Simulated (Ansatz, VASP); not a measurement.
# Two plane-wave programs on TiO2

Contents of INCAR:

```
SYSTEM = TiO2
  ALGO = Normal
  EDIFF = 1E-7
  ENCUT = 520
  GGA = PE
  ISIF = 2
  ISMEAR = 0
  LASPH = .TRUE.
  LCHARG = .FALSE.
  LREAL = .FALSE.
  LWAVE = .FALSE.
  NBANDS = 33
  NELM = 60
  PREC = Accurate
  SIGMA = 0.05
```

The input KPOINTS:

```
k-points
0
G
  8 8 10
  0 0 0
```

File POSCAR:

```
TiO2
1.0
    4.4405059589      0.0000000000      0.0000000000
    0.0000000000      4.4405059589      0.0000000000
    0.0000000000      0.0000000000      2.7224742034
Ti O
2 4
Direct
    0.0000000000      0.0000000000      0.0000000000
    0.5000000000      0.5000000000      0.5000000000
    0.3050970583      0.3050970583      0.0000000000
    0.1949029417      0.8050970583      0.5000000000
    0.6949029417      0.6949029417      0.0000000000
    0.8050970583      0.1949029417      0.5000000000
```

Input for Ansatz:

```yaml
crystal:
  lattice:
    - [4.4405059589, 0.0, 0.0]
    - [0.0, 4.4405059589, 0.0]
    - [0.0, 0.0, 2.7224742034]
  atoms:
    - { symbol: Ti, position: [0.0, 0.0, 0.0] }
    - { symbol: Ti, position: [0.5, 0.5, 0.5] }
    - { symbol: O, position: [0.3050970583, 0.3050970583, 0.0] }
    - { symbol: O, position: [0.1949029417, 0.8050970583, 0.5] }
    - { symbol: O, position: [0.6949029417, 0.6949029417, 0.0] }
    - { symbol: O, position: [0.8050970583, 0.1949029417, 0.5] }
basis:
  ecutwfc: 520.0
kpoints:
  mp_grid: { grid: [8, 8, 10] }
hamiltonian:
  xc: pbe
  pseudopotentials: { kind: paw, azcp: { folder: soft_1 } }
scf:
  occupations: { method: gaussian, width: 0.05 }
output:
  forces: true
  stress: true
  eigenvalues: true
```

Alike in both runs: task single point; functional PBE; k mesh 8 × 8 × 10; occupations gaussian, width 0.05 eV; no spin polarisation.

|  | VASP | Ansatz |
| --- | --- | --- |
| version | VASP 6.6.1 | Ansatz 0.2.0 |
| potentials or method | VASP PAW PBE potentials, release 64 (Ti_sv, O), cutoff 520 eV | scalar-relativistic, plane waves, PAW |
| valence electrons in the cell | 48 | 48 |

Ansatz gave:

- gap on the k mesh at the Fermi level (eV): 2.39
- least direct gap on the mesh (eV): 2.39
- rms of the force components (eV/Å): 0.717

Problem. Estimate VASP's values.

Solution. gap on the k mesh at the Fermi level (eV): 2.35; least direct gap on the mesh (eV): 2.35; rms of the force components (eV/Å): 0.736.

Atom by atom the forces differ by 0.019 eV/Å (rms over components).
